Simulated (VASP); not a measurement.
A run of VASP 6.6.1 is set up as follows.

INCAR

```
PREC = Accurate
ENCUT = 520
EDIFF = 1E-6
ISMEAR = -1
SIGMA = 0.1
LREAL = False
LASPH = True
NELM = 80
ALGO = Normal
ISIF = 2
LWAVE = False
LCHARG = False
GGA = CA
NBANDS = 20
```

Contents of KPOINTS:

```
regular mesh
0
Gamma
  5 5 5
```

The input POSCAR:

```
Mg5Zn
1.0
    2.6214081030      1.5134706786      4.9376133877
   -2.6214081030      1.5134706786      4.9376133877
    0.0000000000     -3.0269413571      4.9376133877
Mg Zn
5 1
Direct
    0.3397926900      0.0000000000      0.6602073100
    0.8332979600      0.8332979600      0.8332979600
    0.0000000000      0.6602073100      0.3397926900
    0.6602073100      0.3397926900      0.0000000000
    0.1667020400      0.1667020400      0.1667020400
    0.5000000000      0.5000000000      0.5000000000
```

Potentials or basis: VASP PAW LDA potentials, release 64 (Mg, Zn).

The run is started by

```console
$ cat potpaw_LDA.64/Mg/POTCAR potpaw_LDA.64/Zn/POTCAR > POTCAR
$ mpirun -np 1 vasp_std > vasp.out
```

Estimate the band gap on the k mesh.

zero (band 11 reaches 3.68 eV, above the bottom of band 12 at 2.42 eV).

What does it give for the largest force?

0.057 eV/Å.

Forces on the atoms (eV/Å):
```
Mg  -0.009 -0.015  0.000
Mg   0.000  0.000  0.057
Mg  -0.009  0.015  0.000
Mg   0.018  0.000  0.000
Mg   0.000  0.000 -0.057
Zn   0.000  0.000  0.000
```
